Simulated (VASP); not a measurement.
Input of a VASP 6.6.1 run:

File INCAR:

```
PREC = Accurate
ENCUT = 600
EDIFF = 1E-7
ISMEAR = 0
SIGMA = 0.02
LREAL = False
LASPH = True
NELM = 100
ALGO = Normal
ISIF = 3
LWAVE = False
LCHARG = False
GGA = PE
IBRION = 2
NSW = 100
EDIFFG = -0.01
```

The input KPOINTS:

```
regular mesh
0
Gamma
  6 6 6
```

POSCAR

```
MgSi2N2
1.0
    2.9475596534      1.7017743594      3.4427595529
   -2.9475596534      1.7017743594      3.4427595529
    0.0000000000     -3.4035487187      3.4427595529
Mg Si N
1 2 2
Direct
    0.0000000000      0.0000000000      0.0000000000
    0.6562974751      0.6562974751      0.6562974751
    0.3437025249      0.3437025249      0.3437025249
    0.1894126348      0.1894126348      0.1894126348
    0.8105873652      0.8105873652      0.8105873652
```

Potentials or basis: VASP PAW PBE potentials, release 64 (Mg, Si, N).

Launch:

```console
$ cat potpaw_PBE.64/Mg/POTCAR potpaw_PBE.64/Si/POTCAR potpaw_PBE.64/N/POTCAR > POTCAR
$ mpirun -np 1 vasp_std > vasp.out
```

Task: Predict the relaxed volume.

Result: 21.84 Å³/atom.

Task: What does it give for the relaxed cell?

Result: a = 4.914 Å, b = 4.914 Å, c = 4.914 Å, α = 75.69°, β = 75.69°, γ = 75.69°.

Task: Estimate the space group after relaxing (to 0.1 Å).

Result: R-3m (No. 166).

Task: Predict the band gap on the k mesh.

Result: 1.80 eV (least direct gap 1.84 eV).

Step by step:
```tsv
step	energy change (eV)	largest force (eV/Å)	pressure (GPa)	volume (Å³)
1	0.0000	0.1019	0.33	103.61
2	0.0058	0.5096	-0.81	104.26
3	-0.0003	0.0294	0.12	103.73
4	-0.0006	0.0291	0.10	103.99
5	-0.0014	0.0279	0.04	104.79
6	-0.0021	0.0699	-0.07	106.39
7	-0.0025	0.0383	-0.01	106.59
8	-0.0026	0.0321	0.05	106.80
9	-0.0026	0.0330	0.06	106.84
10	-0.0028	0.0476	0.03	107.08
11	-0.0031	0.0885	-0.06	107.74
12	-0.0029	0.1912	-0.23	109.07
13	-0.0031	0.1127	-0.11	108.14
14	-0.0032	0.1075	-0.10	108.19
15	-0.0033	0.0925	-0.08	108.32
16	-0.0035	0.0623	-0.04	108.60
17	-0.0036	0.0128	0.06	109.15
18	-0.0036	0.0118	0.04	109.06
19	-0.0036	0.0093	0.05	109.08
20	-0.0036	0.0078	0.05	109.12
21	-0.0036	0.0078	0.05	109.09
22	-0.0036	0.0077	0.04	109.13
23	-0.0036	0.0082	0.01	109.22
```

A k mesh can miss the band edges.
